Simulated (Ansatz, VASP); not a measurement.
**Se: VASP beside Ansatz**

File INCAR:

```
SYSTEM = Se
PREC = Accurate ; ENCUT = 600
EDIFF = 1E-6 ; ISMEAR = -1
SIGMA = 0.01 ; LREAL = .FALSE.
LASPH = .TRUE. ; NELM = 60
ALGO = Normal ; ISIF = 3
LWAVE = .FALSE. ; LCHARG = .FALSE.
GGA = PE ; IBRION = 2
NSW = 80 ; EDIFFG = -0.01
```

The input KPOINTS:

```
Automatic mesh
0
G
  7 7 6
  0 0 0
```

The input POSCAR:

```
Se
1.0
    4.3662000000      0.0000000000      0.0000000000
   -2.1831000000      3.7812401180      0.0000000000
    0.0000000000      0.0000000000      4.9536000000
Se
3
Direct
    0.2254000000      0.0000000000      0.3333333333
    0.0000000000      0.2254000000      0.6666666667
    0.7746000000      0.7746000000      0.0000000000
```

Input for Ansatz:

```yaml
crystal:
  lattice:
    - [4.3662, 0.0, 0.0]
    - [-2.1831, 3.781240118, 0.0]
    - [0.0, 0.0, 4.9536]
  atoms:
    - { symbol: Se, position: [0.2254, 0.0, 0.3333333333] }
    - { symbol: Se, position: [0.0, 0.2254, 0.6666666667] }
    - { symbol: Se, position: [0.7746, 0.7746, 0.0] }
basis:
  ecutwfc: 420
  xc_grid: 2
hamiltonian:
  xc: pbe
  pseudopotentials: { kind: paw, azcp: { folder: soft_1 } }
kpoints:
  mp_grid: { grid: [7, 7, 6] }
scf:
  occupations: { method: fermi_dirac, width: 0.01 }
  max_iter: 150
output:
  forces: true
  stress: true
relax:
  f_tol: 0.01
  max_steps: 60
  cell: {}
checkpoint:
  write: "../pbe.run"
  compress: false
  write_wavefunctions: false
  write_every: 100000
```

Alike in both runs: task relaxation of cell and atoms; functional PBE; k mesh 7 × 7 × 6; occupations fermi-dirac, width 0.01 eV; no spin polarisation.

|  | VASP | Ansatz |
| --- | --- | --- |
| version | VASP 6.6.1 | Ansatz 0.2.0 |
| potentials or method | VASP PAW PBE potentials, release 64 (Se), cutoff 600 eV | plane-wave PAW DFT |
| valence electrons in the cell | 18 | 48 |

|  | VASP | Ansatz | Ansatz less VASP |
| --- | --- | --- | --- |
| relaxed volume (Å³/atom) | 29.80 | 29.72 | -0.082 |
| relaxed length of the cell vector where the two differ most in proportion (Å) | 4.523 | 4.517 | -0.0058 |

VASP's potentials hold 18 valence electrons a cell and Ansatz's 48, so a difference there can come from the potentials and not from the codes.
